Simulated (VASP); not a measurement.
Runs of VASP 6.6.1 on CaS. Symmetry: Fm-3m, No. 225, cubic system. The conventional cell has a = 5.696 Å, b = 5.696 Å, c = 5.696 Å, α = 90.00°, β = 90.00°, γ = 90.00°. Ca (site symmetry m-3m) has 6 S at 2.85 Å within 3.8 Å. Within 3.8 Å of S (site symmetry m-3m) lie 6 Ca at 2.85 Å. 

```tsv
level	k mesh	cutoff (eV)	grid for exact exchange (PRECFOCK)	share of exact exchange	screening parameter	gap on the mesh (eV)	pressure (GPa)
PBE	6 × 6 × 6	500	-	-	-	2.36	0.6
PBE	8 × 8 × 8	500	-	-	-	2.36	0.6
PBE0	6 × 6 × 6	400	Normal	0.25	-	(a)	0.2
r2SCAN	6 × 6 × 6	550	-	-	-	2.80	0.3
HSE06	6 × 6 × 6	400	Normal	0.25	0.2079 1/Å	3.40	0.3
```

Alike in all rows: no spin polarisation; cell a = 4.028 Å, angles 60.0°, 2 atoms; smearing gaussian 0.01 eV.

Estimate the missing entries.

(a) 4.11.

Caveats: the PAW data sets were made with another functional, which shifts forces and pressure a little (at least some runs).

A k mesh can miss the band edges.
